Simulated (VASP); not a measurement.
# MgSiH2O4 (Pm) in VASP: further runs

Runs on MgSiH2O4. Level: PBE. Tasks: single point, relaxation of cell and atoms.

Program: VASP 6.6.1. These are calculated values, not measurements. Logs are shortened: lines on timing, memory, paths and dates and some standing lists are left out, and cuts for length are marked.

## 1. The cell of the first run

The structure is monoclinic, space group Pm (No. 6). Conventional cell: a = 4.353 Å, b = 2.860 Å, c = 4.812 Å, α = 90.00°, β = 93.40°, γ = 90.00°. Within 2.6 Å of Mg (site symmetry m) lie 6 O at 1.99 to 2.21 Å and 4 H at 2.40 to 2.51 Å. Si (site symmetry m) has 6 O at 1.70 to 1.95 Å and 4 H at 2.31 to 2.50 Å within 2.6 Å. H (site symmetry m) has 1 O at 1.03 Å within 1.4 Å. H (site symmetry m) has 1 O at 1.03 Å within 1.4 Å. Within 2.1 Å of O (site symmetry m) lie 1 H at 1.57 Å and 1 Si at 1.70 Å and 2 Mg at 1.99 Å. O (site symmetry m) has 1 H at 1.03 Å within 1.4 Å. Within 1.4 Å of O (site symmetry m) lie 1 H at 1.03 Å. O (site symmetry m) has 1 H at 1.51 Å and 2 Si at 1.82 Å within 2.0 Å.

## 2. Single point, PBE

Input file INCAR:

```
SYSTEM = MgSiH2O4
PREC = Accurate
ENCUT = 520
EDIFF = 1E-7
ISMEAR = 0
SIGMA = 0.02
LREAL = .FALSE.
LASPH = .TRUE.
NELM = 60
ALGO = Normal
ISIF = 2
LWAVE = .FALSE.
LCHARG = .FALSE.
GGA = PE
NBANDS = 26
```

Input file KPOINTS:

```
regular mesh
0
G
  6 8 6
  0 0 0
```

Input file POSCAR:

```
MgSiH2O4
1.0
    4.3534271273      0.0000000000     -0.0018932951
    0.0000000000      2.8598942908      0.0000000000
   -0.2831645168      0.0000000000      4.8037824448
Mg Si H O
1 1 2 4
Direct
    0.5019773135      0.5000000000      0.4718845255
    0.0017276481      0.0000000000      0.0056263382
    0.9746116579      0.0000000000      0.5238258261
    0.4579029213      0.5000000000      0.9672968843
    0.2299521411      0.0000000000      0.3057095534
    0.2475728674      0.5000000000      0.8558984609
    0.8014182441      0.0000000000      0.6612700745
    0.7763372067      0.5000000000      0.1082873372
```

Potentials or basis: VASP PAW PBE potentials, release 64 (Mg, Si, H, O).

Launch:

```sh
$ cat potpaw_PBE.64/Mg/POTCAR potpaw_PBE.64/Si/POTCAR potpaw_PBE.64/H/POTCAR potpaw_PBE.64/O/POTCAR > POTCAR
$ mpirun -np 1 vasp_std > vasp.out
```

OUTCAR:

```text
SYSTEM = MgSiH2O4
   PREC = Accurate
   ENCUT = 520
   EDIFF = 1E-7
   ISMEAR = 0
   LREAL = .FALSE.
   LASPH = .TRUE.
   NELM = 60
   ISIF = 2
   GGA = PE

 ion  position               nearest neighbor table
   1  0.502  0.500  0.472-   5 1.99   5 1.99   7 2.11   7 2.11   8 2.18   6 2.21   2 3.35   2 3.35

   2  0.002  0.000  0.006-   5 1.70   8 1.82   8 1.82   7 1.83   6 1.95   6 1.95   1 3.35   1 3.35

   3  0.975  0.000  0.524-   7 1.03
   4  0.458  0.500  0.967-   6 1.03
   5  0.230  0.000  0.306-   2 1.70   1 1.99   1 1.99
   6  0.248  0.500  0.856-   4 1.03   2 1.95   2 1.95   1 2.21
   7  0.801  0.000  0.661-   3 1.03   2 1.83   1 2.11   1 2.11
   8  0.776  0.500  0.108-   2 1.82   2 1.82   1 2.18

  LATTYP: Found a simple monoclinic cell.
 ALAT       =     4.3534275390
 B/A-ratio  =     0.6569293425
 C/A-ratio  =     1.1053637381
 COS(beta)  =    -0.0592781535

  Lattice vectors:

 A1 = (   4.3534271273,   0.0000000000,  -0.0018932951)
 A2 = (   0.0000000000,   2.8598942908,   0.0000000000)
 A3 = (  -0.2831645168,   0.0000000000,   4.8037824448)

Analysis of symmetry for initial positions (statically):
=====================================================================
 Subroutine PRICEL returns:
 Original cell was already a primitive cell.

 Routine SETGRP: Setting up the symmetry group for a
 simple monoclinic supercell.

 Subroutine GETGRP returns: Found  2 space group operations
 (whereof  2 operations were pure point group operations)
 out of a pool of  4 trial point group operations.

The static configuration has the point symmetry C_1h.

Analysis of symmetry for dynamics (positions and initial velocities):
=====================================================================
 Subroutine PRICEL returns:
 Original cell was already a primitive cell.

 Routine SETGRP: Setting up the symmetry group for a
 simple monoclinic supercell.

 Subroutine GETGRP returns: Found  2 space group operations
 (whereof  2 operations were pure point group operations)
 out of a pool of  4 trial point group operations.

The dynamic configuration has the point symmetry C_1h.

 Subroutine INISYM returns: Found  2 space group operations
 (whereof  2 operations are pure point group operations),
 and found     1 'primitive' translations

----------------------------------------------------------------------------------------

                                     Primitive cell

  volume of cell :      59.8072

  direct lattice vectors                    reciprocal lattice vectors
     4.353427127  0.000000000 -0.001893295     0.229709975  0.000000000  0.013540520
     0.000000000  2.859894291  0.000000000     0.000000000  0.349663274  0.000000000
    -0.283164517  0.000000000  4.803782445     0.000090535  0.000000000  0.208174631

  length of vectors
     4.353427539  2.859894291  4.812120938     0.230108710  0.349663274  0.208174650

  position of ions in fractional coordinates (direct lattice)
     0.501977313  0.500000000  0.471884526
     0.001727648  0.000000000  0.005626338
     0.974611658  0.000000000  0.523825826
     0.457902921  0.500000000  0.967296884
     0.229952141  0.000000000  0.305709553
     0.247572867  0.500000000  0.855898461
     0.801418244  0.000000000  0.661270075
     0.776337207  0.500000000  0.108287337

  ion indices of the primitive-cell ions
   primitive index   ion index
                 1           1
                 2           2
                 3           3
                 4           4
                 5           5
                 6           6
                 7           7
                 8           8

----------------------------------------------------------------------------------------

 KPOINTS: regular mesh

Automatic generation of k-mesh.
 Grid dimensions read from file:
 generate k-points for:    6    8    6

 Generating k-lattice:

  Cartesian coordinates                     Fractional coordinates (reciprocal lattice)
     0.038284996  0.000000000  0.002256753     0.166666667  0.000000000  0.000000000
     0.000000000  0.043707909  0.000000000     0.000000000  0.125000000  0.000000000
     0.000015089  0.000000000  0.034695772     0.000000000  0.000000000  0.166666667

  Length of vectors
     0.038351452  0.043707909  0.034695775

  Shift w.r.t. Gamma in fractional coordinates (k-lattice)
     0.000000000  0.000000000  0.000000000

 Subroutine IBZKPT returns following result:
 ===========================================

 Found    100 irreducible k-points:

 Following reciprocal coordinates:
            Coordinates               Weight
  0.000000  0.000000  0.000000      1.000000
  0.166667  0.000000  0.000000      2.000000
  0.333333  0.000000  0.000000      2.000000
  0.500000  0.000000  0.000000      1.000000
  0.000000  0.125000  0.000000      2.000000
  0.166667  0.125000  0.000000      4.000000
[... 16 lines left out ...]
  0.333333  0.000000  0.166667      2.000000
  0.500000  0.000000  0.166667      2.000000
 [... further k-points ...]
   k-points           NKPTS =    100   k-points in BZ     NKDIM =    100   number of bands    NBANDS=     26
   number of dos      NEDOS =    301   number of ions     NIONS =      8
   total plane-waves  NPLWV =  27648
   dimension x,y,z NGX =    32 NGY =   24 NGZ =   36
   dimension x,y,z NGXF=    64 NGYF=   48 NGZF=   72
   ions per type =               1   1   2   4
   NGX,Y,Z   is equivalent  to a cutoff of  12.22, 13.95, 12.44 a.u.
   NGXF,Y,Z  is equivalent  to a cutoff of  24.44, 27.90, 24.87 a.u.
 SYSTEM =  MgSiH2O4
   PREC   = accura    normal or accurate (medium, high low for compatibility)
   ISTART =      0    job   : 0-new  1-cont  2-samecut
   ICHARG =      2    charge: 1-file 2-atom 10-const
   ISPIN  =      1    spin polarized calculation?
   LNONCOLLINEAR =      F non collinear calculations
   LSORBIT =      F    spin-orbit coupling
   LASPH  =      T    aspherical Exc in radial PAW
   ENCUT  =  520.0 eV  38.22 Ry    6.18 a.u.   8.09  5.32  8.95*2*pi/ulx,y,z
   NELM   =     60;   NELMIN=  2; NELMDL= -5     # of ELM steps
   EDIFF  = 0.1E-06   stopping-criterion for ELM
   LREAL  =      F    real-space projection
   EDIFFG = 0.1E-05   stopping-criterion for IOM
   NSW    =      0    number of steps for IOM
   IBRION =     -1    ionic relax: 0-MD 1-quasi-New 2-CG
   NFREE  =      0    steps in history (QN), initial steepest desc. (CG)
   ISIF   =      2    stress and relaxation
   ISYM   =      2    0-nonsym 1-usesym 2-fastsym
   POTIM  = 0.5000    time-step for ionic-motion
   TEBEG  =    0.0;   TEEND  =   0.0 temperature during run
   PSTRESS=    0.0 pullay stress
   NELECT =      32.0000    total number of electrons
   NUPDOWN=      -1.0000    fix difference up-down
   EMIN   =  10.00;   EMAX   =-10.00  energy-range for DOS
   EFERMI =   0.00;   METHOD = LEGACY
   ISMEAR =     0;   SIGMA  =   0.02  broadening in eV -4-tet -1-fermi 0-gaus
   EFERMI_NEDOS =   21; number of points for ismear=-14 and -15
   IALGO  =     38    algorithm
   IMIX   =      4    mixing-type and parameters
     AMIX     =   0.40;   BMIX     =  1.00
     AMIX_MAG =   1.60;   BMIX_MAG =  1.00
  volume/ion in A,a.u.               =       7.48        50.45
  Fermi-wavevector in a.u.,A,eV,Ry     =   1.329047  2.511535 24.032867  1.766366
  Thomas-Fermi vector in A             =   2.458239
   LORBIT       =      0    0 simple, 1 ext, 2 COOP (PROOUT), +10 PAW based schemes
   GGA     = PE    functional components
   LHFCALC =     F    Hartree Fock is set to
   AEXX    =    0.0000 exact exchange contribution
   IVDW    =     0    specifies the selected vdW correction
   LEPSILON=     F    determine dielectric tensor
   LRPA    =     F    only Hartree local field effects (RPA)
 non-spin polarized calculation
 Gauss-broadening in eV      SIGMA  =   0.02
  energy-cutoff  :      520.00
  volume of cell :       59.81
 maximum number of plane-waves:      1636
   NGX = 17   NGY = 11   NGZ = 17

 number of electron      32.0000008 magnetization

 Free energy of the ion-electron system (eV)
  ---------------------------------------------------
  ext. energy  EPLUGINS =         0.00000000
  ---------------------------------------------------
  free energy    TOTEN  =       -49.70258928 eV

  energy without entropy =      -49.70258928  energy(sigma->0) =      -49.70258928

 E-fermi :   3.9947     XC(G=0): -11.0821

 val. band max:        3.9113191673   @ k =   0.0000   0.0000   0.5000
 cond. band min:       8.6505959874   @ k =   0.0000   0.0000   0.0000
 fundamental gap:      4.7392768202
 Fermi energy:         3.9947460617

 k-point     1 :       0.0000    0.0000    0.0000
  band No.  band energies     occupation
      1     -16.4847      2.00000
      2     -14.2905      2.00000
      3     -13.5667      2.00000
      4     -12.6140      2.00000
      5      -4.4650      2.00000
      6      -2.9259      2.00000
[... 18 lines left out ...]
     25      17.4227      0.00000
     26      19.6396      0.00000

 k-point     2 :       0.1667    0.0000    0.0000
  band No.  band energies     occupation
      1     -16.3800      2.00000
      2     -14.3841      2.00000
      3     -13.6336      2.00000
      4     -12.6439      2.00000
      5      -4.1762      2.00000
      6      -2.9606      2.00000
[... 18 lines left out ...]
     25      17.3743      0.00000
     26      19.3958      0.00000

 k-point     3 :       0.3333    0.0000    0.0000
  band No.  band energies     occupation
      1     -16.1077      2.00000
      2     -14.6813      2.00000
      3     -13.7356      2.00000
      4     -12.6732      2.00000
      5      -3.8061      2.00000
      6      -2.8011      2.00000
[... 18 lines left out ...]
     25      17.7944      0.00000
     26      19.1017      0.00000

 k-point     4 :       0.5000    0.0000    0.0000
  band No.  band energies     occupation
      1     -15.9004      2.00000
      2     -14.9214      2.00000
      3     -13.7701      2.00000
      4     -12.6778      2.00000
      5      -3.7728      2.00000
      6      -2.7643      2.00000
[... 18 lines left out ...]
     25      17.9829      0.00000
     26      18.8839      0.00000

 k-point     5 :       0.0000    0.1250    0.0000
  band No.  band energies     occupation
      1     -16.3480      2.00000
      2     -14.2761      2.00000
      3     -13.4929      2.00000
      4     -12.5919      2.00000
      5      -4.3461      2.00000
      6      -2.8856      2.00000
[... 18 lines left out ...]
     25      17.8033      0.00000
     26      19.4141      0.00000

 k-point     6 :       0.1667    0.1250    0.0000
  band No.  band energies     occupation
      1     -16.2454      2.00000
      2     -14.3573      2.00000
      3     -13.5652      2.00000
      4     -12.6216      2.00000
      5      -4.0791      2.00000
      6      -2.8916      2.00000
[... 427 lines left out ...]
 k-point    21 :       0.0000    0.0000    0.1667
  band No.  band energies     occupation
      1     -16.4265      2.00000
      2     -14.3869      2.00000
      3     -13.6180      2.00000
      4     -12.5540      2.00000
      5      -4.4089      2.00000
      6      -2.7897      2.00000
[... 18 lines left out ...]
     25      17.5066      0.00000
     26      19.2323      0.00000

 k-point    22 :       0.1667    0.0000    0.1667
  band No.  band energies     occupation
      1     -16.3160      2.00000
      2     -14.4662      2.00000
      3     -13.7096      2.00000
      4     -12.5823      2.00000
      5      -4.0859      2.00000
      6      -2.8051      2.00000
[... 18 lines left out ...]
     25      17.4561      0.00000
     26      19.1312      0.00000

 k-point    23 :       0.3333    0.0000    0.1667
  band No.  band energies     occupation
      1     -16.0429      2.00000
      2     -14.6957      2.00000
      3     -13.8653      2.00000
      4     -12.6341      2.00000
      5      -3.6459      2.00000
      6      -2.8069      2.00000
[... 18 lines left out ...]
     25      17.8208      0.00000
     26      18.8716      0.00000

 k-point    24 :       0.5000    0.0000    0.1667
  band No.  band energies     occupation
      1     -15.8485      2.00000
      2     -14.8943      2.00000
      3     -13.8982      2.00000
      4     -12.6760      2.00000
      5      -3.6082      2.00000
      6      -2.6605      2.00000
[... 18 lines left out ...]
     25      18.0229      0.00000
     26      18.3845      0.00000

 [... further k-points ...]

------------------------ aborting loop because EDIFF is reached ----------------------------------------

  FORCE on cell =-STRESS in cart. coord.  units (eV):
  Direction    XX          YY          ZZ          XY          YZ          ZX
  --------------------------------------------------------------------------------------
  -------------------------------------------------------------------------------------
  Total       -0.0359106     -0.0822276     -0.0657024      0.0000000      0.0000000      0.0236537
  in kB       -0.9620111     -2.2027982     -1.7601054      0.0000000      0.0000000      0.6336597
  external PRESSURE =      -1.6416382 kB  Pullay stress =       0.0000000 kB

 VOLUME and BASIS-vectors are now :
 -----------------------------------------------------------------------------
  energy-cutoff  :      520.00
  volume of cell :       59.81
      direct lattice vectors                 reciprocal lattice vectors
     4.353427127  0.000000000 -0.001893295     0.229709975  0.000000000  0.013540520
     0.000000000  2.859894291  0.000000000     0.000000000  0.349663274  0.000000000
    -0.283164517  0.000000000  4.803782445     0.000090535  0.000000000  0.208174631

 POSITION                                       TOTAL-FORCE (eV/Angst)
 -----------------------------------------------------------------------------------
      2.05170      1.42995      2.26588        -0.000579      0.000000      0.007669
      0.00593      0.00000      0.02702        -0.019548      0.000000     -0.033500
      4.09457      0.00000      2.51450         0.070278      0.000000     -0.063166
      1.71954      1.42995      4.64582         0.085612      0.000000      0.044250
      0.91451      0.00000      1.46813         0.033281      0.000000      0.050648
      0.83543      1.42995      4.11108        -0.044171      0.000000     -0.042494
      3.30167      0.00000      3.17508        -0.077889      0.000000      0.018678
      3.34906      1.42995      0.51872        -0.046983      0.000000      0.017915
 -----------------------------------------------------------------------------------
    total drift:                               -0.000580     -0.000000     -0.000280

  FREE ENERGIE OF THE ION-ELECTRON SYSTEM (eV)
  ---------------------------------------------------
  free  energy   TOTEN  =       -49.7025892799 eV

  energy  without entropy=      -49.7025892799  energy(sigma->0) =      -49.70258928
```

Run time: 48 s. Hardware: 1 thread of Intel Xeon 6975P-C (Granite Rapids), shared host; peak memory 0.27 GiB.

Results:

```
Free energy            : -49.7026 eV
Pressure               : -0.2 GPa
Largest force          : 0.096 eV/Å
Band gap on the k mesh : 4.74 eV (least direct gap 4.76 eV)
```

Forces on the atoms (eV/Å):
```
Mg  -0.001  0.000  0.008
Si  -0.020  0.000 -0.034
H    0.070  0.000 -0.063
H    0.086  0.000  0.044
O    0.033  0.000  0.051
O   -0.044  0.000 -0.042
O   -0.078  0.000  0.019
O   -0.047  0.000  0.018
```

A k mesh can miss the band edges.

[end of part 1 of 2]
